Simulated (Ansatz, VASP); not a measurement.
# Cs: VASP beside Ansatz

```
Cs
1.0
    -3.09431    3.09431    3.09431
     3.09431   -3.09431    3.09431
     3.09431    3.09431   -3.09431
Cs
1
Direct
  0.00000 0.00000 0.00000
```

Alike in both runs: task single point; functional revPBE; k mesh 12 × 12 × 12; occupations fermi-dirac, width 0.1 eV; no spin polarisation.

|  | VASP | Ansatz |
| --- | --- | --- |
| version | VASP 6.6.1 | Ansatz 0.2.0 |
| potentials or method | VASP PAW PBE potentials, release 64 (Cs_sv), cutoff 520 eV | plane waves (420 eV) with PAW, scalar-relativistic |
| valence electrons in the cell | 9 | 9 |

|  | VASP | Ansatz | Ansatz less VASP |
| --- | --- | --- | --- |
| pressure (GPa) | 0.2 | 0.2 | +0.01 |

VASP's potentials were made for PBE, not for revPBE.

Neither program's run includes spin-orbit coupling.
